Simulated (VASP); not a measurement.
A run of VASP 6.6.1 is set up as follows.

File INCAR:

```
SYSTEM = Sn3Se
  PREC = Accurate
  ENCUT = 520
  EDIFF = 1E-6
  ISMEAR = 0
  SIGMA = 0.15
  LREAL = .False.
  LASPH = .True.
  NELM = 100
  ALGO = Normal
  ISIF = 2
  LWAVE = .False.
  LCHARG = .False.
  GGA = PE
  NBANDS = 32
```

KPOINTS

```
regular mesh
0
Gamma
  12 12 12
  0 0 0
```

File POSCAR:

```
Sn3Se
1.0
    0.0000000000      3.7279542406      3.7279542406
    3.7279542406      0.0000000000      3.7279542406
    3.7279542406      3.7279542406      0.0000000000
Sn Se
3 1
Direct
    0.2500000000      0.2500000000      0.2500000000
    0.7500000000      0.7500000000      0.7500000000
    0.5000000000      0.5000000000      0.5000000000
   -0.0452661136      0.0452661136      0.0452661136
```

Potentials or basis: VASP PAW PBE potentials, release 64 (Sn_d, Se).

Command:

```sh
$ cat potpaw_PBE.64/Sn_d/POTCAR potpaw_PBE.64/Se/POTCAR > POTCAR
$ mpirun -np 1 vasp_std > vasp.out
```

**Question.** What does it give for the largest force?

**Answer.** 0.391 eV/Å.

**Question.** What does it give for the pressure?

**Answer.** 1.0 GPa.

**Question.** Predict the band gap on the k mesh.

**Answer.** Zero (band 24 reaches 8.09 eV, above the bottom of band 25 at 6.19 eV).

Forces in eV/Å, atoms in the order of the input:
```
Sn  -0.071  0.000  0.000
Sn  -0.071  0.000  0.000
Sn   0.391  0.000  0.000
Se  -0.250  0.000  0.000
```

Caveat: the cell differs from its parent crystal (atom 4 (Se) moved +0.338 Å along Cartesian [1 0 0]); spin-orbit coupling is left out, which moves the levels of the heavy elements.
